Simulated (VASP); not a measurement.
Wanted: the native input for a VASP 6.6.1 run.

```yaml
Task: single point
Functional: PBE
Potentials_or_basis: VASP PAW PBE potentials, release 64 (Ge_d, Os)
Cutoff: 520 eV
k_mesh: 6 × 6 × 6
Occupations: gaussian, width 0.1 eV
Spin: no spin polarisation
Dipole_correction: no
Further_INCAR_settings: ALGO = Normal; EDIFF = 1e-06; NBANDS = 22
```

The structure of GeOs2 lies in POSCAR:

```
GeOs2
1.0
    3.5433871569      0.0000000000      0.0000000000
   -1.7716935785      3.0686632934      0.0000000000
    0.0000000000      0.0000000000      3.8259163655
Ge Os
1 2
Direct
    0.0000000000      0.0000000000      0.0000000000
    0.3333333333      0.6666666667      0.5000000000
    0.6666666667      0.3333333333      0.5000000000
```

The input as run:

INCAR

```
SYSTEM = GeOs2
ALGO = Normal ; EDIFF = 1E-6
ENCUT = 520 ; GGA = PE
ISIF = 2 ; ISMEAR = 0
LASPH = .TRUE. ; LCHARG = .TRUE.
LELF = .TRUE. ; LREAL = .FALSE.
LVHAR = .TRUE. ; LWAVE = .FALSE.
NBANDS = 22 ; NELM = 100
PREC = Accurate ; SIGMA = 0.1
```

KPOINTS

```
k-points
0
G
  6 6 6
  0 0 0
```

Potentials or basis: VASP PAW PBE potentials, release 64 (Ge_d, Os).

The run is started by

```sh
$ cat potpaw_PBE.64/Ge_d/POTCAR potpaw_PBE.64/Os/POTCAR > POTCAR
$ mpirun -np 1 vasp_std > vasp.out
```

Results of the run:

```
Pressure               : 140.0 GPa
Band gap on the k mesh : zero (bands 15 and 16 overlap by 2.45 eV)
```

Caveat: the cell stands under pressure; spin-orbit coupling is left out, which moves the levels of the heavy elements.

Wall time 11 s on 1 thread of Intel(R) Xeon(R) 6975P-C (Granite Rapids), on a shared host, peak memory 0.17 GiB.
